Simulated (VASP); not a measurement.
# Ca (I4/mmm) in VASP: a series of runs, part 2 of 2

VASP 6.6.1. Earlier steps stand in the parts before.

### Step 3. Single point, r2SCAN (strain +0.015 along x and y, -0.015 along z)

Contents of POSCAR:

```
Ca
1.0
   -2.2736000000      2.2736000000      2.2064000000
    2.2736000000     -2.2736000000      2.2064000000
    2.2736000000      2.2736000000     -2.2064000000
Ca
1
Direct
    0.0000000000      0.0000000000      0.0000000000
```

Contents of INCAR.step1:

```
SYSTEM = Ca
ALGO = Normal
EDIFF = 1E-4
ENCUT = 520
GGA = PE
ISMEAR = 0
LASPH = .True.
LCHARG = .False.
LREAL = .False.
LWAVE = .True.
NBANDS = 11
NELM = 80
PREC = Accurate
SIGMA = 0.15
```

Contents of INCAR.step2:

```
SYSTEM = Ca
ALGO = Normal
EDIFF = 1E-6
ENCUT = 520
ISIF = 2
ISMEAR = 0
ISTART = 1
LASPH = .True.
LCHARG = .False.
LMIXTAU = .True.
LREAL = .False.
LWAVE = .False.
METAGGA = R2SCAN
NBANDS = 11
NELM = 80
PREC = Accurate
SIGMA = 0.15
```

Contents of KPOINTS:

```
k-points
0
Gamma
  16 16 16
  0 0 0
```

Potentials or basis: VASP PAW PBE potentials, release 64 (Ca_sv).

Launch:

```
cat potpaw_PBE.64/Ca_sv/POTCAR > POTCAR
cp INCAR.step1 INCAR
mpirun -np 1 vasp_std > vasp.out
cp INCAR.step2 INCAR
mpirun -np 1 vasp_std > vasp.out
```

OUTCAR:

```text
SYSTEM = Ca
   EDIFF = 1E-6
   ENCUT = 520
   ISIF = 2
   ISMEAR = 0
   ISTART = 1
   LASPH = .True.
   LREAL = .False.
   METAGGA = R2SCAN
   NELM = 80
   PREC = Accurate

 ion  position               nearest neighbor table
   1  0.000  0.000  0.000-

  LATTYP: Found a body centered tetragonal cell.
 ALAT       =     4.5472000000
 C/A-ratio  =     0.9704433498

  Lattice vectors:

 A1 = (  -2.2736000000,   2.2736000000,   2.2064000000)
 A2 = (   2.2736000000,  -2.2736000000,   2.2064000000)
 A3 = (   2.2736000000,   2.2736000000,  -2.2064000000)

Analysis of symmetry for initial positions (statically):
=====================================================================
 Subroutine PRICEL returns:
 Original cell was already a primitive cell.

 Routine SETGRP: Setting up the symmetry group for a
 body centered tetragonal supercell.

 Subroutine GETGRP returns: Found 16 space group operations
 (whereof 16 operations were pure point group operations)
 out of a pool of 16 trial point group operations.

The static configuration has the point symmetry D_4h.

[... 164 lines left out ...]
 Fermi energy:         1.7417903479

 k-point     1 :       0.0000    0.0000    0.0000
  band No.  band energies     occupation
      1     -42.2833      2.00000
      2     -22.3184      2.00000
      3     -22.3158      2.00000
      4     -22.3157      2.00000
      5      -2.4438      2.00000
      6       4.2038      0.00000
      7       4.3404      0.00000
      8       4.3405      0.00000
      9       5.2222      0.00000
     10       5.3870      0.00000
     11      12.0243      0.00000
[... 309 lines left out ...]
 k-point    24 :      -0.0625    0.0625    0.0000
  band No.  band energies     occupation
      1     -42.2829      2.00000
      2     -22.3201      2.00000
      3     -22.3198      2.00000
      4     -22.3157      2.00000
      5      -2.3748      2.00000
      6       4.1780      0.00000
      7       4.2991      0.00000
      8       4.3907      0.00000
      9       5.1678      0.00000
     10       5.3840      0.00000
     11      11.8921      0.00000

 [... further k-points ...]

------------------------ aborting loop because EDIFF is reached ----------------------------------------

  FORCE on cell =-STRESS in cart. coord.  units (eV):
  Direction    XX          YY          ZZ          XY          YZ          ZX
  --------------------------------------------------------------------------------------
  -------------------------------------------------------------------------------------
  Total       -0.2406710     -0.2406710     -0.2241986      0.0000000      0.0000000      0.0000000
  in kB       -8.4520496     -8.4520496     -7.8735610      0.0000000      0.0000000      0.0000000
  external PRESSURE =      -8.2592201 kB  Pullay stress =       0.0000000 kB

 VOLUME and BASIS-vectors are now :
 -----------------------------------------------------------------------------
  energy-cutoff  :      520.00
  volume of cell :       45.62
      direct lattice vectors                 reciprocal lattice vectors
    -2.273600000  2.273600000  2.206400000     0.000000000  0.219915552  0.226613488
     2.273600000 -2.273600000  2.206400000     0.219915552  0.000000000  0.226613488
     2.273600000  2.273600000 -2.206400000     0.219915552  0.219915552  0.000000000

 POSITION                                       TOTAL-FORCE (eV/Angst)
 -----------------------------------------------------------------------------------
      0.00000      0.00000      0.00000         0.000000      0.000000      0.000000
 -----------------------------------------------------------------------------------
    total drift:                               -0.000000     -0.000000      0.000000

  FREE ENERGIE OF THE ION-ELECTRON SYSTEM (eV)
  ---------------------------------------------------
  free  energy   TOTEN  =        -7.0193539205 eV

  energy  without entropy=       -7.0040959349  energy(sigma->0) =       -7.01172493
```

OSZICAR.step1:

```text
N       E                     dE             d eps       ncg     rms          rms(c)
DAV:   1     0.661706173013E+02    0.66171E+02   -0.49489E+03  7678   0.813E+02
DAV:   2    -0.329933615338E+00   -0.66501E+02   -0.65903E+02  8398   0.207E+02
DAV:   3    -0.183427681254E+01   -0.15043E+01   -0.14850E+01 11426   0.304E+01
DAV:   4    -0.191190680215E+01   -0.77630E-01   -0.77228E-01 10207   0.526E+00
DAV:   5    -0.191331024761E+01   -0.14034E-02   -0.14031E-02 10799   0.630E-01    0.226E+00
DAV:   6    -0.190970804913E+01    0.36022E-02   -0.10625E-02  9436   0.112E+00    0.138E+00
DAV:   7    -0.190990784917E+01   -0.19980E-03   -0.17014E-02  8488   0.150E+00    0.987E-02
DAV:   8    -0.190951197962E+01    0.39587E-03   -0.17375E-03  9110   0.403E-01    0.208E-02
DAV:   9    -0.190953235860E+01   -0.20379E-04   -0.96300E-05  8500   0.798E-02
   1 F= -.19095324E+01 E0= -.19006031E+01  d E =-.178585E-01
```

Wall time 8.8 min (1 thread of Intel Xeon Platinum 8259CL at 2.50GHz (Skylake/Cascade Lake), shared host); peak memory 0.3 GiB.

Results:

```
Free energy            : -7.0194 eV
Pressure               : -0.8 GPa
Band gap on the k mesh : zero (bands 5 and 6 overlap by 0.64 eV)
```

Levels at points of the mesh, in eV from the Fermi level:
```
           k point  band 3  band 4  band 5  band 6  band 7  band 8
(0.00, 0.00, 0.00)  -24.06  -24.06   -4.19    2.46    2.60    2.60
(0.50, 0.00, 0.00)  -24.10  -24.06   -0.80   -0.16    1.52    3.50
(0.50, 0.50, 0.00)  -24.10  -24.06   -0.87   -0.26    1.70    3.37
(0.50, 0.50, 0.50)  -24.14  -24.14    0.19    0.26    3.70    3.70
```

Caveat: the cell differs from its parent crystal (strain +0.015 along x and y, -0.015 along z); the PAW data sets were made with another functional, which shifts forces and pressure a little.

### Step 4. Single point, r2SCAN (strain +0.000 along x and y, +0.030 along z)

Contents of POSCAR:

```
Ca
1.0
   -2.2400000000      2.2400000000      2.3072000000
    2.2400000000     -2.2400000000      2.3072000000
    2.2400000000      2.2400000000     -2.3072000000
Ca
1
Direct
    0.0000000000      0.0000000000      0.0000000000
```

Contents of INCAR.step1:

```
SYSTEM = Ca
PREC     = Accurate       ! precision mode
ENCUT    = 520            ! plane-wave cutoff, eV
ISMEAR   = 0              ! smearing method
SIGMA    = 0.15           ! smearing width, eV
LREAL    = .FALSE.        ! projectors in reciprocal space
LASPH    = .TRUE.         ! aspherical terms in the spheres
NELM     = 80             ! most SCF steps
NBANDS   = 11             ! bands
GGA      = PE             ! functional
ALGO     = Normal         ! electronic algorithm
EDIFF    = 1E-4           ! SCF threshold, eV
LWAVE    = .TRUE.         ! write WAVECAR
LCHARG   = .FALSE.        ! write CHGCAR
```

Contents of INCAR.step2:

```
SYSTEM = Ca
PREC     = Accurate       ! precision mode
ENCUT    = 520            ! plane-wave cutoff, eV
EDIFF    = 1E-7           ! SCF threshold, eV
ISMEAR   = 0              ! smearing method
SIGMA    = 0.15           ! smearing width, eV
LREAL    = .FALSE.        ! projectors in reciprocal space
LASPH    = .TRUE.         ! aspherical terms in the spheres
NELM     = 80             ! most SCF steps
ALGO     = Normal         ! electronic algorithm
ISIF     = 2              ! what is computed and relaxed
LWAVE    = .FALSE.        ! write WAVECAR
LCHARG   = .TRUE.         ! write CHGCAR
METAGGA  = R2SCAN         ! meta-GGA
LMIXTAU  = .TRUE.       
LELF     = .TRUE.         ! ELF
LVHAR    = .TRUE.       
NBANDS   = 11             ! bands
ISTART   = 1
```

Contents of KPOINTS:

```
regular mesh
0
G
  16 16 16
  0 0 0
```

Potentials or basis: VASP PAW PBE potentials, release 64 (Ca_sv).

Launch:

```
cat potpaw_PBE.64/Ca_sv/POTCAR > POTCAR
cp INCAR.step1 INCAR
mpirun -np 1 vasp_std > vasp.out
cp INCAR.step2 INCAR
mpirun -np 1 vasp_std > vasp.out
```

OUTCAR:

```text
SYSTEM = Ca
   PREC = Accurate
   ENCUT = 520
   EDIFF = 1E-7
   ISMEAR = 0
   LREAL = .FALSE.
   LASPH = .TRUE.
   NELM = 80
   ISIF = 2
   METAGGA = R2SCAN
   ISTART = 1

 ion  position               nearest neighbor table
   1  0.000  0.000  0.000-

  LATTYP: Found a body centered tetragonal cell.
 ALAT       =     4.4800000000
 C/A-ratio  =     1.0300000000

  Lattice vectors:

 A1 = (  -2.2400000000,   2.2400000000,   2.3072000000)
 A2 = (   2.2400000000,  -2.2400000000,   2.3072000000)
[... 516 lines left out ...]
     11      11.8914      0.00000

 [... further k-points ...]

------------------------ aborting loop because EDIFF is reached ----------------------------------------

  FORCE on cell =-STRESS in cart. coord.  units (eV):
  Direction    XX          YY          ZZ          XY          YZ          ZX
  --------------------------------------------------------------------------------------
  -------------------------------------------------------------------------------------
  Total       -0.3011117     -0.3011117     -0.2989201      0.0000000      0.0000000      0.0000000
  in kB      -10.4183012    -10.4183012    -10.3424744      0.0000000      0.0000000      0.0000000
  external PRESSURE =     -10.3930256 kB  Pullay stress =       0.0000000 kB

 VOLUME and BASIS-vectors are now :
 -----------------------------------------------------------------------------
  energy-cutoff  :      520.00
  volume of cell :       46.31
      direct lattice vectors                 reciprocal lattice vectors
    -2.240000000  2.240000000  2.307200000     0.000000000  0.223214286  0.216712899
     2.240000000 -2.240000000  2.307200000     0.223214286  0.000000000  0.216712899
     2.240000000  2.240000000 -2.307200000     0.223214286  0.223214286  0.000000000

 POSITION                                       TOTAL-FORCE (eV/Angst)
 -----------------------------------------------------------------------------------
      0.00000      0.00000      0.00000         0.000000      0.000000      0.000000
 -----------------------------------------------------------------------------------
    total drift:                               -0.000000      0.000000      0.000000

  FREE ENERGIE OF THE ION-ELECTRON SYSTEM (eV)
  ---------------------------------------------------
  free  energy   TOTEN  =        -7.0157500862 eV

  energy  without entropy=       -7.0006476953  energy(sigma->0) =       -7.00819889
```

OUTCAR.step1:

```text
SYSTEM = Ca
   PREC = Accurate
   ENCUT = 520
   ISMEAR = 0
   LREAL = .FALSE.
   LASPH = .TRUE.
   NELM = 80
[... 556 lines left out ...]
 -----------------------------------------------------------------------------------
      0.00000      0.00000      0.00000        -0.000000     -0.000000     -0.000000
 -----------------------------------------------------------------------------------
    total drift:                               -0.000000     -0.000000      0.000000

  FREE ENERGIE OF THE ION-ELECTRON SYSTEM (eV)
  ---------------------------------------------------
  free  energy   TOTEN  =        -1.9043267903 eV

  energy  without entropy=       -1.8865351853  energy(sigma->0) =       -1.89543099
```

It took 12 min on 1 thread of Intel Xeon Platinum 8259CL at 2.50GHz (Skylake/Cascade Lake), shared host; peak memory 0.3 GiB.

Results:

```
Free energy            : -7.0158 eV
Pressure               : -1.0 GPa
Band gap on the k mesh : zero (bands 5 and 6 overlap by 0.60 eV)
```

Caveat: the cell differs from its parent crystal (strain +0.000 along x and y, +0.030 along z); the PAW data sets were made with another functional, which shifts forces and pressure a little.

### Step 5. Summary

| cell | gap on the mesh (eV) | pressure (GPa) |
| --- | --- | --- |
| a = 3.899 Å, angles 109.9, 109.9, 108.7°, 1 atom | none | -0.8 |
| a = 3.900 Å, angles 108.7, 108.7, 111.1°, 1 atom | none | -0.8 |
| a = 3.919 Å, angles 110.3, 110.3, 107.9°, 1 atom | none | -1.0 |

Alike in all rows: task single point; level r2SCAN; potentials or basis VASP PAW PBE potentials, release 64 (Ca_sv); no spin polarisation; k mesh 16 × 16 × 16; cutoff (eV) 520; smearing gaussian 0.15 eV.

Caveats: the PAW data sets were made with another functional, which shifts forces and pressure a little.

Absolute energies hang on the potentials; compare differences alone.
